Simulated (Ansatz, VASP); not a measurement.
## HfBBr2: VASP beside Ansatz

```xyz
4
Lattice="4.8119 0.0000 0.0000 -2.4059 4.1672 0.0000 0.0000 0.0000 4.6825" Properties=species:S:1:pos:R:3 pbc="T T T"
Hf    0.0000    0.0000    2.3413
B     0.0000    0.0000    0.0000
Br    0.0000    2.7781    3.2216
Br    2.4059    1.3891    1.4609
```

Alike in both runs: functional PBE; k mesh 6 × 6 × 4; occupations gaussian, width 0.1 eV; no spin polarisation.

Ansatz relaxed the structure, and its values are those at the end. VASP's run is a single point on that final structure, the one shown.

|  | VASP | Ansatz |
| --- | --- | --- |
| version | VASP 6.6.1 | Ansatz 0.2.0 |
| potentials or method | VASP PAW PBE potentials, release 64 (Hf_pv, B, Br), cutoff 520 eV | scalar-relativistic, plane waves, PAW |
| valence electrons in the cell | 27 | 43 |

Ansatz gave:

| Item | Value |
| --- | --- |
| gap on the k mesh at the Fermi level (eV) | none |
| pressure (GPa) | -0.1 |
| rms of the force components (eV/Å) | 0.007 |

Q: Estimate VASP's values.

A: gap on the k mesh at the Fermi level (eV): none; pressure (GPa): -0.4; rms of the force components (eV/Å): 0.013.

A gap of «none» marks a metal or a gap that the smearing closes. With one functional, cell and mesh, what is left measures potentials, basis and numerics. VASP's potentials hold 27 valence electrons a cell and Ansatz's 43, so a difference there can come from the potentials and not from the codes.

Spin-orbit coupling is off throughout.
